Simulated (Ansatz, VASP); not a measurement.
RbBr in VASP and in Ansatz

INCAR

```
PREC = Accurate ; ENCUT = 520
EDIFF = 1E-8 ; ISMEAR = -1
SIGMA = 0.03 ; LREAL = False
LASPH = True ; NELM = 100
ALGO = Normal ; ISIF = 2
LWAVE = False ; LCHARG = False
GGA = PE ; LEFG = True
NBANDS = 15
```

The input KPOINTS:

```
Automatic mesh
0
Gamma
  7 7 7
```

POSCAR

```
RbBr
1.0
    0.0000000000      3.3811767539      3.3811767539
    3.3811767539      0.0000000000      3.3811767539
    3.3811767539      3.3811767539      0.0000000000
Rb Br
1 1
Direct
    0.0000000000      0.0000000000      0.0000000000
    0.5000000000      0.5000000000      0.5000000000
```

Input for Ansatz:

```yaml
crystal:
  lattice:
    - [0.0, 3.3811767539, 3.3811767539]
    - [3.3811767539, 0.0, 3.3811767539]
    - [3.3811767539, 3.3811767539, 0.0]
  atoms:
    - { symbol: Rb, position: [0.0, 0.0, 0.0] }
    - { symbol: Br, position: [0.5, 0.5, 0.5] }
kpoints:
  mp_grid: { grid: [7, 7, 7] }
scf:
  occupations: { method: fermi_dirac, width: 0.03 }
hamiltonian:
  xc: pbe
  pseudopotentials: { kind: paw }
output:
  forces: true
  stress: true
  eigenvalues: true
  efg: { contact_densities: true }
```

Change from the starting cell: volume scaled by 0.96, PAW files.

Alike in both runs: task electric field gradients; functional PBE; k mesh 7 × 7 × 7; occupations fermi-dirac, width 0.03 eV; no spin polarisation.

|  | VASP | Ansatz |
| --- | --- | --- |
| version | VASP 6.6.1 | Ansatz 0.2.0 |
| potentials or method | VASP PAW PBE potentials, release 64 (Rb_sv, Br) | PAW with Ansatz's default frozen-core files, scalar-relativistic |
| plane-wave cutoff (eV) | 520 | 420 |
| valence electrons in the cell | 16 | 16 |

VASP gave:

- gap on the k mesh at the Fermi level (eV): 4.47
- pressure (GPa): 1.8

Problem. Which values does Ansatz return?

Solution. gap on the k mesh at the Fermi level (eV): 4.47; pressure (GPa): 1.7.
